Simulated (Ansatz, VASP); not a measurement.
## KBr: VASP beside Ansatz

Contents of POSCAR:

```
KBr
1.0
    0.0000000000      3.2431125000      3.1937250000
    3.2431125000      0.0000000000      3.1937250000
    3.2431125000      3.2431125000      0.0000000000
K Br
1 1
Direct
    0.0000000000      0.0000000000      0.0000000000
    0.5000000000      0.5000000000      0.5000000000
```

File INCAR.step1:

```
SYSTEM = KBr
  ALGO = Normal
  EDIFF = 1E-4
  ENCUT = 520
  GGA = PE
  ISMEAR = 0
  LASPH = .TRUE.
  LCHARG = .FALSE.
  LREAL = .FALSE.
  LWAVE = .TRUE.
  NBANDS = 15
  NELM = 60
  PREC = Accurate
  SIGMA = 0.05
```

File INCAR.step2:

```
SYSTEM = KBr
  ALGO = Normal
  EDIFF = 1E-6
  ENCUT = 520
  ISIF = 2
  ISMEAR = 0
  ISTART = 1
  LASPH = .TRUE.
  LCHARG = .FALSE.
  LMIXTAU = .TRUE.
  LREAL = .FALSE.
  LWAVE = .FALSE.
  METAGGA = R2SCAN
  NBANDS = 15
  NELM = 60
  PREC = Accurate
  SIGMA = 0.05
```

File KPOINTS:

```
k-points
0
G
  6 6 6
  0 0 0
```

Input for Ansatz:

```yaml
crystal:
  lattice:
    - [0.0, 3.2431125, 3.193725]
    - [3.2431125, 0.0, 3.193725]
    - [3.2431125, 3.2431125, 0.0]
  atoms:
    - { symbol: K, position: [0.0, 0.0, 0.0] }
    - { symbol: Br, position: [0.5, 0.5, 0.5] }
basis:
  ecutwfc: 500
kpoints:
  mp_grid: { grid: [6, 6, 6] }
hamiltonian:
  xc: r2scan
scf:
  occupations: { method: gaussian, width: 0.05 }
output:
  forces: true
  stress: true
  eigenvalues: true
```

Change from the starting cell: strain -0.015 along x and y, -0.030 along z, atoms carried along.

Alike in both runs: task single point; functional r2SCAN; k mesh 6 × 6 × 6; occupations gaussian, width 0.05 eV; no spin polarisation.

```csv
,VASP,Ansatz
version,VASP 6.6.1,Ansatz 0.2.0
potentials or method,"VASP PAW PBE potentials, release 64 (K_sv, Br), cutoff 520 eV","scalar-relativistic, plane waves, PAW"
valence electrons in the cell,16,16
```

|  | VASP | Ansatz | Ansatz less VASP |
| --- | --- | --- | --- |
| gap on the k mesh at the Fermi level (eV) | 5.27 | 5.27 | -0.003 |
| least direct gap on the mesh (eV) | 5.27 | 5.27 | -0.003 |
| pressure (GPa) | 1.4 | 1.4 | -0.01 |
| traceless stress, the component that is largest in VASP (GPa) | 0.52 | 0.51 | -0.006 |

VASP's potentials were made for PBE, not for r2SCAN.
